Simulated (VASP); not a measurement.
## SnO: single point with PBEsol

The system is SnO.

```
Sn O
1.0
     4.03361    0.00000    0.00000
     0.00000    4.03361    0.00000
     0.00000    0.00000    4.52036
Sn O
2 2
Cartesian
  0.0000 2.0168 1.0664
  2.0168 0.0000 3.4539
  2.0168 2.0168 0.0000
  0.0000 0.0000 0.0000
```

This cell differs from its parent crystal: biaxial strain in the a-b plane: +6.0 %, then relaxed in part.

| Property | Result |
| --- | --- |
| Program | VASP 6.6.1 |
| Task | single point |
| Functional | PBEsol |
| Potentials or basis | VASP PAW PBE potentials, release 64 (Sn_d, O) |
| Cutoff | 520 eV |
| k mesh | 14 × 14 × 12 |
| Occupations | gaussian, width 0.1 eV |
| Spin | no spin polarisation |

| Item | Value |
| --- | --- |
| Pressure | -5.3 GPa |
| Largest force | 0.067 eV/Å |
| Band gap on the k mesh | 0.71 eV, indirect (least direct gap 1.67 eV) |

Forces on the atoms (eV/Å):
```
Sn   0.000  0.000  0.067
Sn   0.000  0.000 -0.067
O    0.000  0.000  0.000
O    0.000  0.000  0.000
```

Stress tensor (GPa, compression positive):
```
-8.02  0.00  0.00
 0.00 -8.02  0.00
 0.00  0.00  0.13
```

Levels at points of the mesh, in eV from the valence-band top:
```
           k point  band 17  band 18  band 19  band 20  band 21  band 22  band 23  band 24
(0.00, 0.00, 0.00)    -2.72    -2.72    -2.55    -0.23     2.14     4.92     4.92     5.12
(0.50, 0.00, 0.00)    -3.81    -3.81    -1.68    -1.68     3.71     3.71     5.97     5.97
(0.50, 0.50, 0.00)    -2.05    -2.05    -1.02    -1.02     0.71     0.71     5.46     5.46
(0.00, 0.00, 0.50)    -2.73    -2.73    -2.70    -0.78     1.24     3.19     3.19     3.21
(0.50, 0.00, 0.50)    -4.12    -4.12    -0.85    -0.85     3.06     3.06     5.39     5.39
(0.50, 0.50, 0.50)    -2.13    -2.13    -2.05    -2.05     3.28     3.28     4.66     4.66
```

Run time: 8.6 min on 1 thread of Intel Xeon 8259CL (shared host), peak memory 0.49 GiB.

Caveat: the cell differs from its parent crystal (biaxial strain in the a-b plane: +6.0 %, then relaxed in part); the PAW data sets were made with another functional, which shifts forces and pressure a little; spin-orbit coupling is left out, which moves the levels of the heavy elements. A k mesh can miss the band edges.
